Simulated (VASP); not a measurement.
A run of VASP 6.6.1:

Contents of INCAR:

```
ALGO = Fast ; EDIFF = 1E-6
ENCUT = 520 ; GGA = PS
ISIF = 2 ; ISMEAR = -1
LASPH = T ; LCHARG = F
LREAL = F ; LWAVE = F
NBANDS = 12 ; NELM = 60
PREC = Accurate ; SIGMA = 0.05
```

KPOINTS

```
k-points
0
Gamma
  11 11 11
```

POSCAR

```
Ti
1.0
   -1.5031523475      1.5031523475      1.5031523475
    1.5031523475     -1.5031523475      1.5031523475
    1.5031523475      1.5031523475     -1.5031523475
Ti
1
Direct
    0.0000000000      0.0000000000      0.0000000000
```

Potentials or basis: VASP PAW PBE potentials, release 64 (Ti_sv).

Launch:

```bash
$ cat potpaw_PBE.64/Ti_sv/POTCAR > POTCAR
$ mpirun -np 1 vasp_std > vasp.out
```

Hardware: 1 thread of Intel(R) Xeon(R) 6975P-C (Granite Rapids), on a shared host.

Question: How long does it take, and how much memory?

Answer: Run time: 7 s on 1 thread of Intel(R) Xeon(R) 6975P-C (Granite Rapids), with other jobs on the host, peak memory 0.13 GiB. Counts: scf iterations 22, k points 56.
